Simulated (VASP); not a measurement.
# Au (P6_3/mmc) in VASP: further runs, part 3 of 3

VASP 6.6.1.

### 6 Single point, LDA

This run uses another cell than the first one, of 17.42 Å³/atom, 0.961 times its volume.

INCAR

```
ALGO = Normal
EDIFF = 1E-6
ENCUT = 520
ISIF = 2
ISMEAR = -1
LASPH = T
LCHARG = T
LELF = T
LREAL = F
LVHAR = T
LWAVE = F
NBANDS = 18
NELM = 60
PREC = Accurate
SIGMA = 0.05
```

KPOINTS

```
k-points
0
Gamma
  11 11 6
```

POSCAR

```
Au
1.0
    2.8805363263      0.0000000000      0.0000000000
   -1.4402681631      2.4946176351      0.0000000000
    0.0000000000      0.0000000000      4.8472473353
Au
2
Direct
    0.6666666667      0.3333333333      0.2500000000
    0.3333333333      0.6666666667      0.7500000000
```

Potentials or basis: VASP PAW LDA potentials, release 64 (Au).

The run is started by

```bash
$ cat potpaw_LDA.64/Au/POTCAR > POTCAR
$ mpirun -np 1 vasp_std > vasp.out
```

OUTCAR:

```text
EDIFF = 1E-6
   ENCUT = 520
   ISIF = 2
   ISMEAR = -1
   LASPH = T
   LREAL = F
   NELM = 60
   PREC = Accurate

 ion  position               nearest neighbor table
   1  0.667  0.333  0.250-   2 2.94   2 2.94   2 2.94   2 2.94   2 2.94   2 2.94
   2  0.333  0.667  0.750-   1 2.94   1 2.94   1 2.94   1 2.94   1 2.94   1 2.94

  LATTYP: Found a hexagonal cell.
 ALAT       =     2.8805363263
 C/A-ratio  =     1.6827586207

  Lattice vectors:

 A1 = (   2.8805363263,   0.0000000000,   0.0000000000)
 A2 = (  -1.4402681631,   2.4946176351,   0.0000000000)
 A3 = (   0.0000000000,   0.0000000000,   4.8472473353)

Analysis of symmetry for initial positions (statically):
=====================================================================
 Subroutine PRICEL returns:
 Original cell was already a primitive cell.

 Routine SETGRP: Setting up the symmetry group for a
 hexagonal supercell.

 Subroutine GETGRP returns: Found 24 space group operations
 (whereof 12 operations were pure point group operations)
 out of a pool of 24 trial point group operations.

The static configuration has the point symmetry D_3d.
 The point group associated with its full space group is D_6h.

Analysis of symmetry for dynamics (positions and initial velocities):
=====================================================================
 Subroutine PRICEL returns:
 Original cell was already a primitive cell.

 Routine SETGRP: Setting up the symmetry group for a
 hexagonal supercell.

 Subroutine GETGRP returns: Found 24 space group operations
 (whereof 12 operations were pure point group operations)
 out of a pool of 24 trial point group operations.

The dynamic configuration has the point symmetry D_3d.
 The point group associated with its full space group is D_6h.

 Subroutine INISYM returns: Found 24 space group operations
 (whereof 12 operations are pure point group operations),
[... 110 lines left out ...]
   EFERMI =   0.00;   METHOD = LEGACY
   ISMEAR =    -1;   SIGMA  =   0.05  broadening in eV -4-tet -1-fermi 0-gaus
   EFERMI_NEDOS =   21; number of points for ismear=-14 and -15
   IALGO  =     38    algorithm
   IMIX   =      4    mixing-type and parameters
     AMIX     =   0.40;   BMIX     =  1.00
     AMIX_MAG =   1.60;   BMIX_MAG =  1.00
  volume/ion in A,a.u.               =      17.42       117.53
  Fermi-wavevector in a.u.,A,eV,Ry     =   1.404618  2.654343 26.843636  1.972952
  Thomas-Fermi vector in A             =   2.527162
   LORBIT       =      0    0 simple, 1 ext, 2 COOP (PROOUT), +10 PAW based schemes
   GGA     = CA    functional components
   LHFCALC =     F    Hartree Fock is set to
   AEXX    =    0.0000 exact exchange contribution
   IVDW    =     0    specifies the selected vdW correction
   LEPSILON=     F    determine dielectric tensor
   LRPA    =     F    only Hartree local field effects (RPA)
 non-spin polarized calculation
  energy-cutoff  :      520.00
  volume of cell :       34.83
 maximum number of plane-waves:       966
 NGX is ok and might be reduce to    24
   NGX = 11   NGY = 11   NGZ = 19

 number of electron      22.0000003 magnetization

 Free energy of the ion-electron system (eV)
  ---------------------------------------------------
  ext. energy  EPLUGINS =         0.00000000
  ---------------------------------------------------
  free energy    TOTEN  =        -8.84394530 eV

  energy without entropy =       -8.83535647  energy(sigma->0) =       -8.83965089

 E-fermi :   8.8710     XC(G=0): -12.8570

 val. band max:        8.8634185644   @ k =   0.1818   0.1818   0.3333
 cond. band min:       8.8962591122   @ k =   0.2727   0.1818   0.5000
 fundamental gap:      0.0328405477
 Fermi energy:         8.8710000149

 k-point     1 :       0.0000    0.0000    0.0000
  band No.  band energies     occupation
      1      -0.7672      2.00000
      2       1.6684      2.00000
      3       4.1376      2.00000
      4       4.4322      2.00000
      5       4.4322      2.00000
      6       4.7320      2.00000
[... 481 lines left out ...]
      5       4.2304      2.00000
      6       4.6700      2.00000
[... 10 lines left out ...]
     17      24.9043      0.00000
     18      26.2049      0.00000

 [... further k-points ...]

------------------------ aborting loop because EDIFF is reached ----------------------------------------

  FORCE on cell =-STRESS in cart. coord.  units (eV):
  Direction    XX          YY          ZZ          XY          YZ          ZX
  --------------------------------------------------------------------------------------
  -------------------------------------------------------------------------------------
  Total       -1.6240115     -1.6240115     -1.7406517     -0.0000000      0.0000000     -0.0000000
  in kB      -74.7011289    -74.7011289    -80.0663303     -0.0000000      0.0000000     -0.0000000
  external PRESSURE =     -76.4895294 kB  Pullay stress =       0.0000000 kB

 VOLUME and BASIS-vectors are now :
 -----------------------------------------------------------------------------
  energy-cutoff  :      520.00
  volume of cell :       34.83
      direct lattice vectors                 reciprocal lattice vectors
     2.880536326  0.000000000  0.000000000     0.347157573  0.200431518  0.000000000
    -1.440268163  2.494617635  0.000000000     0.000000000  0.400863036  0.000000000
     0.000000000  0.000000000  4.847247335     0.000000000  0.000000000  0.206302656

 POSITION                                       TOTAL-FORCE (eV/Angst)
 -----------------------------------------------------------------------------------
      1.44027      0.83154      1.21181        -0.000000      0.000000      0.000000
     -0.00000      1.66308      3.63544         0.000000      0.000000      0.000000
 -----------------------------------------------------------------------------------
    total drift:                               -0.000000      0.000000     -0.000000

  FREE ENERGIE OF THE ION-ELECTRON SYSTEM (eV)
  ---------------------------------------------------
  free  energy   TOTEN  =        -8.8439453046 eV

  energy  without entropy=       -8.8353564700  energy(sigma->0) =       -8.83965089
```

stdout:

```text
POSCAR found type information on POSCAR Au
 POSCAR found :  1 types and       2 ions
 scaLAPACK will be used
 LDA part: xc-table for (Slater(with rela. corr.)+CA(PZ))
 , standard interpolation
 POSCAR, INCAR and KPOINTS ok, starting setup
 FFT: planning ... GRIDC
 FFT: planning ... GRID_SOFT
 FFT: planning ... GRID
 WAVECAR not read
 entering main loop
```

Wall time 36 s (1 thread of Intel Xeon 8259CL, shared host); peak memory 0.16 GiB.

What came out:

- Free energy: -8.8439 eV
- Pressure: -7.6 GPa
- Band gap on the k mesh: zero (band 11 reaches 12.58 eV, above the bottom of band 12 at 6.30 eV)

Levels at points of the mesh, in eV from the Fermi level:
```tsv
k point	band 7	band 8	band 9	band 10	band 11	band 12	band 13	band 14	band 15	band 16
(0.00, 0.00, 0.00)	-4.14	-3.45	-3.45	-2.12	-2.12	-1.06	2.57	14.63	15.66	16.76
(0.00, 0.00, 0.50)	-4.47	-4.47	-2.57	-2.57	-2.57	-2.57	10.46	10.46	14.91	14.91
```

Caveat: spin-orbit coupling is left out, which moves the levels of the heavy elements.

### 7 Overview

```tsv
cell	gap on the mesh (eV)	pressure (GPa)
a = 2.919, b = 2.919, c = 4.912 Å, angles 90.0, 90.0, 120.0°, 2 atoms	none	-12.8
a = 2.938, b = 2.938, c = 4.944 Å, angles 90.0, 90.0, 120.0°, 2 atoms	none	-14.8
a = 2.841, b = 2.841, c = 4.780 Å, angles 90.0, 90.0, 120.0°, 2 atoms	none	-0.8
a = 2.861, b = 2.861, c = 4.814 Å, angles 90.0, 90.0, 120.0°, 2 atoms	none	-4.5
a = 2.881, b = 2.881, c = 4.847 Å, angles 90.0, 90.0, 120.0°, 2 atoms	none	-7.6
```

Alike in all rows: task single point; level LDA; potentials or basis VASP PAW LDA potentials, release 64 (Au); no spin polarisation; k mesh 11 × 11 × 6; cutoff (eV) 520; smearing fermi-dirac 0.05 eV.

Caveats: spin-orbit coupling is left out, which moves the levels of the heavy elements.

Total energies depend on the potentials used, so only differences within one code and one set of settings carry meaning.
